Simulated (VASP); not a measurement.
SnO, 4 atoms in the cell. The cell holds a slab with vacuum, 4 atoms: a = 3.744 Å, b = 3.744 Å, c = 30.634 Å, α = 90.00°, β = 90.00°, γ = 90.00°.  This cell differs from its parent crystal: biaxial strain -0.020.

```yaml
Program: VASP 6.6.1
Task: relaxation of the atoms
Functional: PBE
Dispersion: D3(BJ)
Potentials_or_basis: VASP PAW PBE potentials, release 64 (Sn_d, O)
Cutoff: 520 eV
k_mesh: 6 × 6 × 1
Occupations: gaussian, width 0.02 eV
Spin: no spin polarisation
Dipole_correction: yes
Further_INCAR_settings: ALGO = Normal; EDIFF = 1e-07; IBRION = 2; EDIFFG = -0.01; NSW = 60
```

Potentials or basis: VASP PAW PBE potentials, release 64 (Sn_d, O).

The run is started by

```bash
$ cat potpaw_PBE.64/Sn_d/POTCAR potpaw_PBE.64/O/POTCAR > POTCAR
$ mpirun -np 1 vasp_std > vasp.out
```

Hardware: 1 thread of Oxide Virtual Turin-like Processor, on a shared host.

Problem. Estimate the wall time of this run.

Solution. Wall time 6.7 min on 1 thread of Oxide Virtual Turin-like Processor (shared host), peak memory 0.49 GiB. Counts: scf iterations 47, k points 10, ion steps 3.
